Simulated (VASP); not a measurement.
A run of VASP 6.6.1 is set up as follows.

Contents of INCAR:

```
PREC = Accurate
ENCUT = 520
EDIFF = 1E-6
ISMEAR = 0
SIGMA = 0.02
LREAL = F
LASPH = T
NELM = 80
ALGO = Normal
ISIF = 2
LWAVE = F
LCHARG = F
GGA = PE
NBANDS = 16
```

The input KPOINTS:

```
regular mesh
0
Gamma
  8 8 8
```

The input POSCAR:

```
GaN
1.0
    0.0150233400      2.2610126700      2.2610126700
    2.2610126700      0.0150233400      2.2610126700
    2.2610126700      2.2610126700      0.0150233400
Ga N
1 1
Direct
    0.0000000000      0.0000000000      0.0000000000
    0.7500000000      0.7500000000      0.7500000000
```

Potentials or basis: VASP PAW PBE potentials, release 64 (Ga_d, N).

Command:

```console
$ cat potpaw_PBE.64/Ga_d/POTCAR potpaw_PBE.64/N/POTCAR > POTCAR
$ mpirun -np 1 vasp_std > vasp.out
```

Q: What does it give for the largest force?

A: 0.093 eV/Å.

Q: Predict the pressure.

A: 5.1 GPa.

Stress tensor (GPa, compression positive):
```
 5.12 -1.26 -1.26
-1.26  5.12 -1.26
-1.26 -1.26  5.12
```
